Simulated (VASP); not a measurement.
Input of a VASP 6.6.1 run:

The input INCAR:

```
SYSTEM = Si
  PREC = Accurate
  ENCUT = 520
  EDIFF = 1E-6
  ISMEAR = 0
  SIGMA = 0.1
  LREAL = .FALSE.
  LASPH = .TRUE.
  NELM = 100
  ALGO = Normal
  ISIF = 2
  LWAVE = .FALSE.
  LCHARG = .FALSE.
  GGA = PE
  NBANDS = 11
```

The input KPOINTS:

```
Automatic mesh
0
G
  24 24 24
  0 0 0
```

File POSCAR:

```
Si
1.0
   -2.4063601839      2.4085598947      1.3244632058
    2.4063601839     -2.4085598947      1.3244632058
    2.4063601839      2.4085598947     -1.3244632058
Si
2
Direct
    0.6257235326      0.3757235326      0.2500000000
    0.3742764674      0.6242764674      0.7500000000
```

Potentials or basis: VASP PAW PBE potentials, release 64 (Si).

Launch:

```bash
$ cat potpaw_PBE.64/Si/POTCAR > POTCAR
$ mpirun -np 1 vasp_std > vasp.out
```

Task: Estimate the band gap on the k mesh.

Result: Zero (bands 4 and 5 overlap by 6.39 eV).

Task: Estimate the pressure.

Result: -0.1 GPa.
